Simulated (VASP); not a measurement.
# PbSe (Clausthalite) (Fm-3m) in VASP: notebook, part 2 of 2

VASP 6.6.1.

### Step 3. Vibrations by perturbation theory, LDA

The input, INCAR:

```
SYSTEM = PbSe
PREC = Accurate ; ENCUT = 520
EDIFF = 1E-8 ; ISMEAR = -1
SIGMA = 0.05 ; LREAL = .False.
LASPH = .True. ; NELM = 60
ALGO = Normal ; ISIF = 2
LWAVE = .False. ; LCHARG = .False.
IBRION = 8 ; NSW = 1
```

The input, KPOINTS:

```
regular mesh
0
Gamma
  6 6 6
  0 0 0
```

The input, POSCAR:

```
PbSe
1.0
    0.0000000000      3.0606500000      3.0606500000
    3.0606500000      0.0000000000      3.0606500000
    3.0606500000      3.0606500000      0.0000000000
Pb Se
1 1
Direct
    0.0000000000      0.0000000000      0.0000000000
    0.5000000000      0.5000000000      0.5000000000
```

Potentials or basis: VASP PAW LDA potentials, release 64 (Pb_d, Se).

Run with:

```
> cat potpaw_LDA.64/Pb_d/POTCAR potpaw_LDA.64/Se/POTCAR > POTCAR
> mpirun -np 1 vasp_std > vasp.out
```

OUTCAR:

```text
SYSTEM = PbSe
   PREC = Accurate
   ENCUT = 520
   EDIFF = 1E-8
   ISMEAR = -1
   LREAL = .False.
   LASPH = .True.
   NELM = 60
   ISIF = 2
   IBRION = 8
   NSW = 1

 ion  position               nearest neighbor table
   1  0.000  0.000  0.000-   2 3.06   2 3.06   2 3.06   2 3.06   2 3.06   2 3.06
   2  0.500  0.500  0.500-   1 3.06   1 3.06   1 3.06   1 3.06   1 3.06   1 3.06

  LATTYP: Found a face centered cubic cell.
 ALAT       =     6.1213000000

  Lattice vectors:

 A1 = (   0.0000000000,   3.0606500000,   3.0606500000)
 A2 = (   3.0606500000,   0.0000000000,   3.0606500000)
 A3 = (   3.0606500000,   3.0606500000,   0.0000000000)

Analysis of symmetry for initial positions (statically):
=====================================================================
 Subroutine PRICEL returns:
 Original cell was already a primitive cell.

 Routine SETGRP: Setting up the symmetry group for a
 face centered cubic supercell.

 Subroutine GETGRP returns: Found 48 space group operations
 (whereof 48 operations were pure point group operations)
 out of a pool of 48 trial point group operations.

The static configuration has the point symmetry O_h .

Analysis of symmetry for dynamics (positions and initial velocities):
=====================================================================
 Subroutine PRICEL returns:
 Original cell was already a primitive cell.

 Routine SETGRP: Setting up the symmetry group for a
 face centered cubic supercell.

 Subroutine GETGRP returns: Found 48 space group operations
 (whereof 48 operations were pure point group operations)
[... 445 lines left out ...]
    total drift:                                0.000000     -0.000000     -0.000000

  FREE ENERGIE OF THE ION-ELECTRON SYSTEM (eV)
  ---------------------------------------------------
  free  energy   TOTEN  =        -9.4494770393 eV

  energy  without entropy=       -9.4478418915  energy(sigma->0) =       -9.44865947

[... ionic steps 2 to 3 ...]

--------------------------------------- Ionic step        4  -------------------------------------------

------------------------ aborting loop because EDIFF is reached ----------------------------------------

[... ionic steps 5 to 6 ...]

--------------------------------------- Ionic step        7  -------------------------------------------

 Free energy of the ion-electron system (eV)
  ---------------------------------------------------
  ---------------------------------------------------
  free energy    TOTEN  =        -0.08530320 eV

  energy without entropy =       -0.08530319

------------------------ aborting loop because EDIFF is reached ----------------------------------------

 INTERNAL STRAIN TENSOR  FOR ION    2  DIRECTION 1   (eV/Angst):
 -----------------------------------------------------------------------------
    -0.00834  0.00000  0.00000
     0.00000  0.00917  0.00000
    -0.00000  0.00000  0.00917

 INTERNAL STRAIN TENSOR FOR ION    2 for displacements in x,y,z  (eV/Angst):
          X           Y           Z          XY          YZ          ZX
  --------------------------------------------------------------------------------
  x     0.00000     0.00000     0.00000     0.00000     0.00000     0.00000
  y     0.00000     0.00000     0.00000     0.00000     0.00000     0.00000
  z     0.00000     0.00000     0.00000     0.00000     0.00000     0.00000

 SECOND DERIVATIVES (NOT SYMMETRIZED)
 ------------------------------------
               1X          1Y          1Z          2X          2Y          2Z
  1X     0.194429    0.000000    0.000000   -0.194429    0.000000    0.000000
  1Y     0.000000    0.194429    0.000000    0.000000   -0.194429    0.000000
  1Z     0.000000    0.000000    0.194429    0.000000    0.000000   -0.194429
  2X    -0.200220    0.000000    0.000000    0.200220    0.000000    0.000000
  2Y     0.000000   -0.200220    0.000000    0.000000    0.200220    0.000000
  2Z     0.000000    0.000000   -0.200220    0.000000    0.000000    0.200220

 Eigenvectors and eigenvalues of the dynamical matrix
 ----------------------------------------------------

   1 f  =    0.006004 THz     0.037722 2PiTHz    0.200260 cm-1     0.024829 meV
             X         Y         Z           dx          dy          dz
      0.000000  0.000000  0.000000    -0.854328    0.000000    0.000000
      3.060650  3.060650  3.060650    -0.519735    0.000000    0.000000
[... 21 lines left out ...]
   6 f/i=    0.921466 THz     5.789743 2PiTHz   30.736804 cm-1     3.810876 meV
             X         Y         Z           dx          dy          dz
      0.000000  0.000000  0.000000     0.000000   -0.519735    0.000000
      3.060650  3.060650  3.060650     0.000000    0.854328    0.000000

--------------------------------------------------------------------------------------------------------

 ELASTIC MODULI CONTR FROM IONIC RELAXATION (kBar)
 Direction    XX          YY          ZZ          XY          YZ          ZX
 --------------------------------------------------------------------------------
 XX           0.0000      0.0000      0.0000      0.0000      0.0000      0.0000
 YY           0.0000      0.0000      0.0000      0.0000      0.0000      0.0000
 ZZ           0.0000      0.0000      0.0000      0.0000      0.0000      0.0000
 XY           0.0000      0.0000      0.0000      0.0000      0.0000      0.0000
 YZ           0.0000      0.0000      0.0000      0.0000      0.0000      0.0000
 ZX           0.0000      0.0000      0.0000      0.0000      0.0000      0.0000
 --------------------------------------------------------------------------------
```

stdout:

```text
POSCAR found type information on POSCAR PbSe
 POSCAR found :  2 types and       2 ions
 scaLAPACK will be used
 LDA part: xc-table for (Slater(with rela. corr.)+CA(PZ))
 , standard interpolation
 POSCAR, INCAR and KPOINTS ok, starting setup
 FFT: planning ... GRIDC
 FFT: planning ... GRID_SOFT
 FFT: planning ... GRID
 WAVECAR not read
 entering main loop
 Linear response reoptimize wavefunctions to high precision
 Linear response DOF=           2
 Linear response progress:
 first order change of Fermi-energy   0.17934E-04
 force on displaced ion       1 direction 1 :   0.194   0.000   0.000
 Linear response progress:
 first order change of Fermi-energy   0.47796E-03
 force on displaced ion       2 direction 1 :   0.200   0.000   0.000
 Linear response finished
```

Run time: 46 s. Hardware: 1 thread of Intel Xeon Platinum 8375C at 2.90GHz (Ice Lake), shared host; peak memory 0.23 GiB.

Results:

* Highest phonon frequency at Γ, LO-TO splitting left out: 0 cm⁻¹
* Most unstable mode: 31i cm⁻¹

Phonon frequencies in cm⁻¹ (negative: imaginary):
```tsv
q point	frequencies
(0.000, 0.000, 0.000)	-31 -31 -31 0 0 0
```

Caveat: the cell wasn't relaxed at this level first, which shifts response properties; some modes are imaginary; spin-orbit coupling is left out, which moves the levels of the heavy elements.

### Step 4. Dielectric tensor, PBE

The input, INCAR:

```
PREC = Accurate ; ENCUT = 520
EDIFF = 1E-8 ; ISMEAR = 0
SIGMA = 0.01 ; LREAL = False
LASPH = True ; NELM = 100
ALGO = Normal ; ISIF = 2
LWAVE = False ; LCHARG = False
GGA = PE ; LEPSILON = True
```

The input, KPOINTS:

```
Automatic mesh
0
Gamma
  8 8 8
```

POSCAR is that of step 3.

Potentials or basis: VASP PAW PBE potentials, release 64 (Pb_d, Se).

Run with:

```
> cat potpaw_PBE.64/Pb_d/POTCAR potpaw_PBE.64/Se/POTCAR > POTCAR
> mpirun -np 1 vasp_std > vasp.out
```

OUTCAR:

```text
PREC = Accurate
   ENCUT = 520
   EDIFF = 1E-8
   ISMEAR = 0
   LREAL = False
   LASPH = True
   NELM = 100
   ISIF = 2
   GGA = PE
   LEPSILON = True

 ion  position               nearest neighbor table
   1  0.000  0.000  0.000-   2 3.06   2 3.06   2 3.06   2 3.06   2 3.06   2 3.06
   2  0.500  0.500  0.500-   1 3.06   1 3.06   1 3.06   1 3.06   1 3.06   1 3.06

  LATTYP: Found a face centered cubic cell.
 ALAT       =     6.1213000000

  Lattice vectors:

 A1 = (   0.0000000000,   3.0606500000,   3.0606500000)
 A2 = (   3.0606500000,   0.0000000000,   3.0606500000)
 A3 = (   3.0606500000,   3.0606500000,   0.0000000000)

Analysis of symmetry for initial positions (statically):
=====================================================================
 Subroutine PRICEL returns:
 Original cell was already a primitive cell.

 Routine SETGRP: Setting up the symmetry group for a
 face centered cubic supercell.

 Subroutine GETGRP returns: Found 48 space group operations
[... 627 lines left out ...]

 Free energy of the ion-electron system (eV)
  ---------------------------------------------------
  ---------------------------------------------------
  free energy    TOTEN  =        -5.10154604 eV

  energy without entropy =       -5.10154604

------------------------ aborting loop because EDIFF is reached ----------------------------------------

 PIEZOELECTRIC TENSOR FIELD DIRECTION 3  (e Angst)
 -----------------------------------------------------------------------------
     0.00426  0.00000  0.00000           (  0.00001  0.00000  0.00000)
     0.00000  0.00426  0.00000           (  0.00000  0.00001 -0.00000)
     0.00000  0.00000 -0.00220           (  0.00000 -0.00000  0.00002)

 PIEZOELECTRIC TENSOR FIELD DIRECTION 3  (C/m^2)
 -----------------------------------------------------------------------------
     0.00119  0.00000  0.00000
     0.00000  0.00119  0.00000
     0.00000  0.00000 -0.00062

 MACROSCOPIC STATIC DIELECTRIC TENSOR (including local field effects in DFT)
 ------------------------------------------------------
          31.566959     0.000000     0.000000
           0.000000    31.566959    -0.000000
           0.000000    -0.000000    31.566959
 ------------------------------------------------------

 PIEZOELECTRIC TENSOR (including local field effects)  for field in x, y, z        (e  Angst)
          XX          YY          ZZ          XY          YZ          ZX
  --------------------------------------------------------------------------------
  x     0.00000     0.00000     0.00000     0.00000     0.00000     0.00000
  y     0.00000     0.00000     0.00000     0.00000     0.00000     0.00000
  z     0.00000     0.00000     0.00000     0.00000     0.00000     0.00000

 PIEZOELECTRIC TENSOR (including local field effects)  for field in x, y, z        (C/m^2)
          XX          YY          ZZ          XY          YZ          ZX
  --------------------------------------------------------------------------------
  x     0.00000     0.00000     0.00000     0.00000     0.00000     0.00000
  y     0.00000     0.00000     0.00000     0.00000     0.00000     0.00000
  z     0.00000     0.00000     0.00000     0.00000     0.00000     0.00000

 BORN EFFECTIVE CHARGES (including local field effects) (in |e|, cummulative output)
 ---------------------------------------------------------------------------------
 ion    1
    1     4.01655     0.00000     0.00000
    2     0.00000     4.01655     0.00000
    3     0.00000     0.00000     4.01655
 ion    2
    1    -4.01655     0.00000     0.00000
    2     0.00000    -4.01655     0.00000
    3     0.00000     0.00000    -4.01655
```

OSZICAR:

```text
N       E                     dE             d eps       ncg     rms          rms(c)
DAV:   1     0.159571683286E+03    0.15957E+03   -0.96690E+03   820   0.145E+03
DAV:   2     0.401388110994E+01   -0.15556E+03   -0.15162E+03   884   0.355E+02
[... 12 lines left out ...]
RMM:   8    -0.510124594472E+01   -0.39181E-03   -0.27534E-05  2820   0.479E-02    0.715E-03
RMM:   9    -0.510153787590E+01   -0.29193E-03   -0.33444E-06  2773   0.202E-02    0.944E-04
RMM:  10    -0.510155364120E+01   -0.15765E-04    0.38530E-07  3027   0.759E-03    0.341E-04
RMM:  11    -0.510155670802E+01   -0.30668E-05   -0.71834E-06  2871   0.294E-03    0.143E-04
RMM:  12    -0.510154313470E+01    0.13573E-04    0.12659E-07  2987   0.108E-03    0.308E-05
RMM:  13    -0.510154606354E+01   -0.29288E-05    0.10797E-06  2295   0.452E-04    0.271E-05
RMM:  14    -0.510154603743E+01    0.26109E-07    0.10588E-06  1793   0.246E-04    0.824E-06
```

stdout:

```text
POSCAR found type information on POSCAR PbSe
 POSCAR found :  2 types and       2 ions
 scaLAPACK will be used
 LDA part: xc-table for (Slater+PW92), standard interpolation
 POSCAR, INCAR and KPOINTS ok, starting setup
 FFT: planning ... GRIDC
 FFT: planning ... GRID_SOFT
 FFT: planning ... GRID
 WAVECAR not read
 entering main loop
 Linear response reoptimize wavefunctions to high precision
 Linear response G [H, r] |phi>, progress :
  Direction:   1
 Linear response G [H, r] |phi>, progress :
  Direction:   2
 Linear response G [H, r] |phi>, progress :
  Direction:   3
 Linear response to external field (no local field effect), progress :
  Direction:   1
 dielectric tensor                  component  1 :    28.953    -5.279    -8.888
 Linear response to external field (no local field effect), progress :
  Direction:   2
 dielectric tensor                  component  2 :    -5.279    43.360     6.297
 Linear response to external field (no local field effect), progress :
  Direction:   3
 dielectric tensor                  component  3 :    -8.888     6.297    24.485
 Linear response to external field, progress :
  Direction:   1
 dielectric tensor                  component  1 :    31.567    -7.630    -9.658
 Linear response to external field, progress :
  Direction:   2
 dielectric tensor                  component  2 :    -9.370    31.567    10.592
 Linear response to external field, progress :
  Direction:   3
 dielectric tensor                  component  3 :   -11.973    11.617    31.567
 Born effective charges drift removed
```

Wall time 3.2 min (1 thread of Intel Xeon 6975P-C, shared host); peak memory 0.3 GiB.

What came out:

* Band gap on the k mesh: 0.29 eV, direct
* Electronic dielectric tensor (diagonal): 31.57
* Born charges (mean of the diagonal): Pb +4.02; Se -4.02 e

Levels at points of the mesh, in eV from the valence-band top:
```tsv
k point	band 8	band 9	band 10	band 11	band 12	band 13
(0.00, 0.00, 0.00)	-1.88	-1.88	-1.88	4.71	4.71	4.71
(0.50, 0.00, 0.00)	-1.47	-1.47	0.00	0.29	1.70	1.70
(0.50, 0.50, 0.00)	-4.98	-3.24	-3.24	3.69	5.61	5.61
```

Electronic dielectric tensor:
```
31.57  0.00  0.00
 0.00 31.57  0.00
 0.00  0.00 31.57
```

Born effective charge tensors (e):
atom 1, Pb
```
4.02 0.00 0.00
0.00 4.02 0.00
0.00 0.00 4.02
```
atom 2, Se
```
-4.02  0.00  0.00
 0.00 -4.02  0.00
 0.00  0.00 -4.02
```

Caveat: the gap is small at this level, which inflates the dielectric constant; spin-orbit coupling is left out, which moves the levels of the heavy elements.

### Step 5. Elastic constants, LDA

The input, INCAR:

```
ALGO = Normal
EDIFF = 1E-8
ENCUT = 600
GGA = CA
IBRION = 6
ISIF = 3
ISMEAR = -1
LASPH = True
LCHARG = True
LREAL = False
LWAVE = False
NBANDS = 17
NELM = 80
NFREE = 2
NSW = 1
POTIM = 0.015
PREC = Accurate
SIGMA = 0.05
```

The input, KPOINTS:

```
k-points
0
Gamma
  6 6 6
```

POSCAR is that of step 4.

Potentials or basis: VASP PAW LDA potentials, release 64 (Pb_d, Se).

Run with:

```
> cat potpaw_LDA.64/Pb_d/POTCAR potpaw_LDA.64/Se/POTCAR > POTCAR
> mpirun -np 1 vasp_std > vasp.out
```

Wall time 7.7 min (1 thread of Intel Xeon 6975P-C, shared host); peak memory 0.28 GiB.

It converged, with:

| Property | Result |
| --- | --- |
| Elastic constants C11, C12, C44 | 128, 11, 16 GPa |
| Voigt bulk modulus | 50 GPa |
| Highest phonon frequency at Γ, LO-TO splitting left out | 0 cm⁻¹ |
| Most unstable mode | 30i cm⁻¹ |

Phonon frequencies in cm⁻¹ (negative: imaginary):
| q point | frequencies |
| --- | --- |
| (0.000, 0.000, 0.000) | -30 -30 -30 0 0 0 |

Elastic tensor in Voigt notation (GPa, in the Cartesian axes of the cell as first typed):
```
128  11  11   0   0   0
 11 128  11   0   0   0
 11  11 128   0   0   0
  0   0   0  16   0   0
  0   0   0   0  16   0
  0   0   0   0   0  16
```

Clamped-ion elastic tensor (GPa):
```
128  11  11   0   0   0
 11 128  11   0   0   0
 11  11 128   0   0   0
  0   0   0  16   0   0
  0   0   0   0  16   0
  0   0   0   0   0  16
```

Caveat: the cell is under stress, which shifts elastic constants; some modes are imaginary; spin-orbit coupling is left out, which moves the levels of the heavy elements.
